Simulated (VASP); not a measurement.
## Al: single point with LDA

The system is Al.

```
CELL_PARAMETERS angstrom
0.00000 2.07458 1.92278
2.07458 0.00000 1.92278
2.07458 2.07458 0.00000
ATOMIC_POSITIONS crystal
Al 0.00000 0.00000 0.00000
```

This cell differs from its parent crystal: strain +0.025 along x and y, -0.050 along z.

| Quantity | Value |
| --- | --- |
| Program | VASP 6.6.1 |
| Task | single point |
| Functional | LDA |
| Potentials or basis | VASP PAW LDA potentials, release 64 (Al) |
| Cutoff | 520 eV |
| k mesh | 20 × 20 × 20 |
| Occupations | gaussian, width 0.15 eV |
| Spin | no spin polarisation |
| Dipole correction | no |
| Further INCAR settings | ALGO = Normal; EDIFF = 1e-07; NBANDS = 8 |

| Property | Result |
| --- | --- |
| Pressure | -3.1 GPa |
| Band gap on the k mesh | zero (an odd number of electrons rules out a gap without spin polarisation) |

Stress tensor (GPa, compression positive):
```
-4.15  0.00  0.00
 0.00 -4.15  0.00
 0.00  0.00 -1.03
```

Levels at points of the mesh, in eV from the Fermi level:
```tsv
k point	band 1	band 2	band 3	band 4	band 5
(0.00, 0.00, 0.00)	-11.08	12.36	12.36	13.16	13.73
(0.50, 0.00, 0.00)	-4.52	-4.37	10.33	10.61	11.69
(0.50, 0.50, 0.00)	-2.10	-0.55	4.62	4.62	4.74
(0.50, 0.00, 0.50)	-3.24	-2.13	5.66	5.79	6.30
```

Wall time 58 s on 1 thread of Intel Xeon 8259CL (shared host), peak memory 0.18 GiB.

Caveat: the cell differs from its parent crystal (strain +0.025 along x and y, -0.050 along z); the cell stands under tension.
